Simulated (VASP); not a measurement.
Wanted: the native input for a VASP 6.6.1 run.

```yaml
Task: relaxation of cell and atoms
Functional: r2SCAN
Potentials_or_basis: VASP PAW PBE potentials, release 64 (Be, Te)
Cutoff: 600 eV
k_mesh: 16 × 16 × 16
Occupations: fermi-dirac, width 0.1 eV
Spin: no spin polarisation
Dipole_correction: no
Further_INCAR_settings: ALGO = Normal; EDIFF = 1e-06; IBRION = 2; EDIFFG = -0.002; NSW = 100; ISIF = 3
```

BeTe:

```
Be Te
1.0
     0.00000    2.77000    2.77000
     2.77000    0.00000    2.77000
     2.77000    2.77000    0.00000
Be Te
1 1
Direct
  0.00000 0.00000 0.00000
  0.75000 0.75000 0.75000
```

These files were run (other wordings do the same):

POSCAR

```
BeTe
1.0
    0.0000000000      2.7700000000      2.7700000000
    2.7700000000      0.0000000000      2.7700000000
    2.7700000000      2.7700000000      0.0000000000
Be Te
1 1
Direct
    0.0000000000      0.0000000000      0.0000000000
    0.7500000000      0.7500000000      0.7500000000
```

INCAR.step1

```
SYSTEM = BeTe
PREC = Accurate
ENCUT = 600
ISMEAR = -1
SIGMA = 0.1
LREAL = .FALSE.
LASPH = .TRUE.
NELM = 60
GGA = PE
ALGO = Normal
EDIFF = 1E-4
LWAVE = .TRUE.
LCHARG = .FALSE.
```

INCAR.step2

```
SYSTEM = BeTe
PREC = Accurate
ENCUT = 600
EDIFF = 1E-6
ISMEAR = -1
SIGMA = 0.1
LREAL = .FALSE.
LASPH = .TRUE.
NELM = 60
ALGO = Normal
ISIF = 3
LWAVE = .FALSE.
LCHARG = .FALSE.
METAGGA = R2SCAN
LMIXTAU = .TRUE.
IBRION = 2
NSW = 100
EDIFFG = -0.002
ISTART = 1
```

KPOINTS

```
Automatic mesh
0
G
  16 16 16
  0 0 0
```

Potentials or basis: VASP PAW PBE potentials, release 64 (Be, Te).

Command:

```console
$ cat potpaw_PBE.64/Be/POTCAR potpaw_PBE.64/Te/POTCAR > POTCAR
$ cp INCAR.step1 INCAR
$ mpirun -np 1 vasp_std > vasp.out
$ cp INCAR.step2 INCAR
$ mpirun -np 1 vasp_std > vasp.out
```

It gave:

```
Relaxed volume                        : 22.69 Å³/atom
Relaxed cell                          : a = 4.004 Å, b = 4.004 Å, c = 4.004 Å, α = 60.00°, β = 60.00°, γ = 60.00°
Space group after relaxing (to 0.1 Å) : F-43m (No. 216)
Energy gained by relaxing             : 18.9 meV/atom
Ionic steps                           : 3
Pressure after relaxing               : 0.0 GPa
Band gap on the k mesh                : 2.37 eV (least direct gap 4.03 eV)
```

Caveat: the PAW data sets were made with another functional, which shifts forces and pressure a little; spin-orbit coupling is left out, which moves the levels of the heavy elements.

It took 9.3 min on 1 thread of Intel Xeon 8259CL, on a shared host, peak memory 0.26 GiB.
